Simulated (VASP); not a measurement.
# BaTe (Fm-3m) in VASP: further runs, part 2 of 2

VASP 6.6.1. Earlier steps stand in the parts before.

## (5) Single point, r2SCAN

This run uses another cell than the first one, of 44.93 Å³/atom, 1.041 times its volume.

Contents of POSCAR:

```
BaTe
1.0
    0.0000000000      3.5549921700      3.5549921700
    3.5549921700      0.0000000000      3.5549921700
    3.5549921700      3.5549921700      0.0000000000
Ba Te
1 1
Direct
    0.0000000000      0.0000000000      0.0000000000
    0.5000000000      0.5000000000      0.5000000000
```

Contents of INCAR.step1:

```
SYSTEM = BaTe
PREC = Accurate ; ENCUT = 520
ISMEAR = -1 ; SIGMA = 0.02
LREAL = .False. ; LASPH = .True.
NELM = 100 ; NBANDS = 15
GGA = PE ; ALGO = Normal
EDIFF = 1E-4 ; LWAVE = .True.
LCHARG = .False.
```

Contents of INCAR.step2:

```
SYSTEM = BaTe
PREC = Accurate ; ENCUT = 520
EDIFF = 1E-6 ; ISMEAR = -1
SIGMA = 0.02 ; LREAL = .False.
LASPH = .True. ; NELM = 100
ALGO = Normal ; ISIF = 2
LWAVE = .False. ; LCHARG = .False.
METAGGA = R2SCAN ; LMIXTAU = .True.
NBANDS = 15 ; ISTART = 1
```

Contents of KPOINTS:

```
Automatic mesh
0
Gamma
  8 8 8
  0 0 0
```

Potentials or basis: VASP PAW PBE potentials, release 64 (Ba_sv, Te).

Launch:

```console
cat potpaw_PBE.64/Ba_sv/POTCAR potpaw_PBE.64/Te/POTCAR > POTCAR
cp INCAR.step1 INCAR
mpirun -np 1 vasp_std > vasp.out
cp INCAR.step2 INCAR
mpirun -np 1 vasp_std > vasp.out
```

OUTCAR:

```text
SYSTEM = BaTe
   PREC = Accurate
   ENCUT = 520
   EDIFF = 1E-6
   ISMEAR = -1
   LREAL = .False.
   LASPH = .True.
   NELM = 100
   ISIF = 2
   METAGGA = R2SCAN
   ISTART = 1

 ion  position               nearest neighbor table
   1  0.000  0.000  0.000-   2 3.55   2 3.55   2 3.55   2 3.55   2 3.55   2 3.55
   2  0.500  0.500  0.500-   1 3.55   1 3.55   1 3.55   1 3.55   1 3.55   1 3.55

  LATTYP: Found a face centered cubic cell.
 ALAT       =     7.1099843400

[... 619 lines left out ...]
 [... further k-points ...]

------------------------ aborting loop because EDIFF is reached ----------------------------------------

  FORCE on cell =-STRESS in cart. coord.  units (eV):
  Direction    XX          YY          ZZ          XY          YZ          ZX
  --------------------------------------------------------------------------------------
  -------------------------------------------------------------------------------------
  Total       -0.1621317     -0.1621317     -0.1621317      0.0000000      0.0000000      0.0000000
  in kB       -2.8908958     -2.8908958     -2.8908958      0.0000000      0.0000000      0.0000000
  external PRESSURE =      -2.8908958 kB  Pullay stress =       0.0000000 kB

 VOLUME and BASIS-vectors are now :
 -----------------------------------------------------------------------------
  energy-cutoff  :      520.00
  volume of cell :       89.86
      direct lattice vectors                 reciprocal lattice vectors
     0.000000000  3.554992170  3.554992170    -0.140647286  0.140647286  0.140647286
     3.554992170  0.000000000  3.554992170     0.140647286 -0.140647286  0.140647286
     3.554992170  3.554992170  0.000000000     0.140647286  0.140647286 -0.140647286

 POSITION                                       TOTAL-FORCE (eV/Angst)
 -----------------------------------------------------------------------------------
      0.00000      0.00000      0.00000         0.000000      0.000000     -0.000000
      3.55499      3.55499      3.55499        -0.000000     -0.000000      0.000000
 -----------------------------------------------------------------------------------
    total drift:                                0.000000     -0.000000     -0.000000

  FREE ENERGIE OF THE ION-ELECTRON SYSTEM (eV)
  ---------------------------------------------------
  free  energy   TOTEN  =       -56.0286760509 eV

  energy  without entropy=      -56.0286760509  energy(sigma->0) =      -56.02867605
```

Wall time 2.5 min (1 thread of Intel Xeon Platinum 8488C (Sapphire Rapids), shared host); peak memory 0.27 GiB.

What came out:

```
Free energy            : -56.0287 eV
Pressure               : -0.3 GPa
Band gap on the k mesh : 1.97 eV, indirect (least direct gap 2.36 eV)
```

Caveat: the PAW data sets were made with another functional, which shifts forces and pressure a little; spin-orbit coupling is left out, which moves the levels of the heavy elements.

## (6) Single point, r2SCAN

This run uses another cell than the first one, of 45.81 Å³/atom, 1.061 times its volume.

Contents of POSCAR:

```
BaTe
1.0
    0.0000000000      3.5780771800      3.5780771800
    3.5780771800      0.0000000000      3.5780771800
    3.5780771800      3.5780771800      0.0000000000
Ba Te
1 1
Direct
    0.0000000000      0.0000000000      0.0000000000
    0.5000000000      0.5000000000      0.5000000000
```

Contents of INCAR.step1:

```
SYSTEM = BaTe
PREC     = Accurate       ! precision mode
ENCUT    = 520            ! plane-wave cutoff, eV
ISMEAR   = -1             ! smearing method
SIGMA    = 0.02           ! smearing width, eV
LREAL    = .False.        ! projectors in reciprocal space
LASPH    = .True.         ! aspherical terms in the spheres
NELM     = 100            ! most SCF steps
NBANDS   = 15             ! bands
GGA      = PE             ! functional
ALGO     = Normal         ! electronic algorithm
EDIFF    = 1E-4           ! SCF threshold, eV
LWAVE    = .True.         ! write WAVECAR
LCHARG   = .False.        ! write CHGCAR
```

Contents of INCAR.step2:

```
SYSTEM = BaTe
PREC     = Accurate       ! precision mode
ENCUT    = 520            ! plane-wave cutoff, eV
EDIFF    = 1E-6           ! SCF threshold, eV
ISMEAR   = -1             ! smearing method
SIGMA    = 0.02           ! smearing width, eV
LREAL    = .False.        ! projectors in reciprocal space
LASPH    = .True.         ! aspherical terms in the spheres
NELM     = 100            ! most SCF steps
ALGO     = Normal         ! electronic algorithm
ISIF     = 2              ! what is computed and relaxed
LWAVE    = .False.        ! write WAVECAR
LCHARG   = .False.        ! write CHGCAR
METAGGA  = R2SCAN         ! meta-GGA
LMIXTAU  = .True.       
NBANDS   = 15             ! bands
ISTART   = 1
```

KPOINTS is that of step 5.

Potentials or basis: VASP PAW PBE potentials, release 64 (Ba_sv, Te).

Launch:

```console
cat potpaw_PBE.64/Ba_sv/POTCAR potpaw_PBE.64/Te/POTCAR > POTCAR
cp INCAR.step1 INCAR
mpirun -np 1 vasp_std > vasp.out
cp INCAR.step2 INCAR
mpirun -np 1 vasp_std > vasp.out
```

Run time: 3.3 min. Hardware: 1 thread of Intel Xeon Platinum 8488C (Sapphire Rapids), shared host; peak memory 0.27 GiB.

It converged, with:

| Quantity | Value |
| --- | --- |
| Free energy | -56.0225 eV |
| Pressure | -0.8 GPa |
| Band gap on the k mesh | 2.01 eV, indirect (least direct gap 2.39 eV) |

Levels at points of the mesh, in eV from the valence-band top:
| k point | band 5 | band 6 | band 7 | band 8 | band 9 | band 10 | band 11 | band 12 |
| --- | --- | --- | --- | --- | --- | --- | --- | --- |
| (0.00, 0.00, 0.00) | -9.67 | 0.00 | 0.00 | 0.00 | 3.31 | 3.37 | 3.37 | 3.37 |
| (0.50, 0.00, 0.00) | -9.07 | -2.04 | -0.99 | -0.99 | 4.54 | 5.09 | 5.26 | 5.26 |
| (0.50, 0.50, 0.00) | -9.47 | -1.12 | -0.39 | -0.39 | 2.01 | 4.84 | 5.06 | 5.93 |

Caveat: the PAW data sets were made with another functional, which shifts forces and pressure a little; spin-orbit coupling is left out, which moves the levels of the heavy elements. A k mesh can miss the band edges.

## (7) The runs side by side

```tsv
cell	gap on the mesh (eV)	pressure (GPa)
a = 4.961 Å, angles 60.0°, 2 atoms	1.89	1.0
a = 4.994 Å, angles 60.0°, 2 atoms	1.93	0.3
a = 5.028 Å, angles 60.0°, 2 atoms	1.97	-0.3
a = 5.060 Å, angles 60.0°, 2 atoms	2.01	-0.8
```

Alike in all rows: task single point; level r2SCAN; potentials or basis VASP PAW PBE potentials, release 64 (Ba_sv, Te); no spin polarisation; k mesh 8 × 8 × 8; cutoff (eV) 520; smearing fermi-dirac 0.02 eV.

Caveats: the PAW data sets were made with another functional, which shifts forces and pressure a little; spin-orbit coupling is left out, which moves the levels of the heavy elements.

Absolute energies hang on the potentials; compare differences alone.
